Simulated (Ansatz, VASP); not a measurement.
C in VASP and in Ansatz

The input INCAR:

```
ALGO = Normal
EDIFF = 1E-7
ENCUT = 520
GGA = PS
ISIF = 2
ISMEAR = 0
LASPH = True
LCHARG = False
LREAL = False
LWAVE = False
NBANDS = 11
NELM = 60
PREC = Accurate
SIGMA = 0.02
```

The input KPOINTS:

```
k-points
0
Gamma
  12 12 12
```

File POSCAR:

```
C
1.0
    0.0000000000      1.8307671040      1.7237631040
    1.7237631040      0.0000000000      1.7237631040
    1.7237631040      1.8307671040      0.0000000000
C
2
Direct
    0.5000000000      0.5000000000      0.5000000000
    0.7500000000      0.7500000000      0.7500000000
```

Input for Ansatz:

```yaml
crystal:
  lattice:
    - [0.0, 1.830767104, 1.723763104]
    - [1.723763104, 0.0, 1.723763104]
    - [1.723763104, 1.830767104, 0.0]
  atoms:
    - { symbol: C, position: [0.5, 0.5, 0.5] }
    - { symbol: C, position: [0.75, 0.75, 0.75] }
basis:
  ecutwfc: 420
kpoints:
  mp_grid: { grid: [12, 12, 12] }
hamiltonian:
  xc: pbesol
scf:
  occupations: { method: gaussian, width: 0.02 }
output:
  forces: true
  stress: true
  eigenvalues: true
```

Alike in both runs: task single point; functional PBEsol; k mesh 12 × 12 × 12; occupations gaussian, width 0.02 eV; no spin polarisation.

|  | VASP | Ansatz |
| --- | --- | --- |
| version | VASP 6.6.1 | Ansatz 0.2.0 |
| potentials or method | VASP PAW PBE potentials, release 64 (C), cutoff 520 eV | scalar-relativistic, plane waves, PAW |
| valence electrons in the cell | 8 | 8 |

VASP gave:

```
gap on the k mesh at the Fermi level (eV)                     : 3.36
least direct gap on the mesh (eV)                             : 5.11
pressure (GPa)                                                : 16.0
traceless stress, the component that is largest in VASP (GPa) : -40.95
```

Which values does Ansatz return?

gap on the k mesh at the Fermi level (eV): 3.36; least direct gap on the mesh (eV): 5.11; pressure (GPa): 14.7; traceless stress, the component that is largest in VASP (GPa): -40.99.

VASP's potentials were made for PBE, not for PBEsol.
